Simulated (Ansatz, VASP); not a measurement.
**Sn: VASP beside Ansatz**

```xyz
1
Lattice="-1.7265 1.7755 2.3383 1.7265 -1.7755 2.3383 1.7265 1.7755 -2.3383" Properties=species:S:1:pos:R:3 pbc="T T T"
Sn    0.0000    0.0000    0.0000
```

Alike in both runs: task single point; functional BLYP; k mesh 11 × 11 × 11; occupations fermi-dirac, width 0.05 eV; no spin polarisation.

|  | VASP | Ansatz |
| --- | --- | --- |
| version | VASP 6.6.1 | Ansatz 0.2.0 |
| potentials or method | VASP PAW PBE potentials, release 64 (Sn_d) | plane waves, PAW |
| plane-wave cutoff (eV) | 500 | 420 |
| valence electrons in the cell | 14 | 14 |

Ansatz gave:

- pressure (GPa): 3.1
- traceless stress, the component that is largest in VASP (GPa): -1.07

Question: Estimate VASP's values.

Answer: Pressure (GPa): 3.1; traceless stress, the component that is largest in VASP (GPa): -1.05.

VASP's potentials were made for PBE, not for BLYP. With one functional, cell and mesh, what is left measures potentials, basis and numerics.
